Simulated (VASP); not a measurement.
Input of a VASP 6.6.1 run:

File INCAR:

```
SYSTEM = MgCdO
PREC = Accurate
ENCUT = 600
EDIFF = 1E-6
ISMEAR = 0
SIGMA = 0.1
LREAL = .FALSE.
LASPH = .TRUE.
NELM = 80
ALGO = Normal
ISIF = 3
LWAVE = .FALSE.
LCHARG = .FALSE.
GGA = PE
IBRION = 2
NSW = 90
EDIFFG = -0.04
```

The input KPOINTS:

```
Automatic mesh
0
G
  6 6 4
  0 0 0
```

File POSCAR:

```
MgCdO
1.0
    3.2266540900      0.0000000000      0.0000000000
    0.0000000000      3.2266540900      0.0000000000
    0.0000000000      0.0000000000      5.2335413700
Mg Cd O
1 1 1
Direct
    0.0000000000      0.0000000000      0.1373461400
    0.5000000000      0.5000000000      0.7455848900
    0.5000000000      0.5000000000      0.3305869900
```

Potentials or basis: VASP PAW PBE potentials, release 64 (Mg, Cd, O).

Command:

```console
$ cat potpaw_PBE.64/Mg/POTCAR potpaw_PBE.64/Cd/POTCAR potpaw_PBE.64/O/POTCAR > POTCAR
$ mpirun -np 1 vasp_std > vasp.out
```

(1) Predict the relaxed cell.

(2) What does it give for the band gap on the k mesh?

Answers

(1) a = 2.880 Å, b = 2.880 Å, c = 5.860 Å, α = 90.00°, β = 90.00°, γ = 90.00°.

(2) zero (band 10 reaches 5.61 eV, above the bottom of band 11 at 1.72 eV).
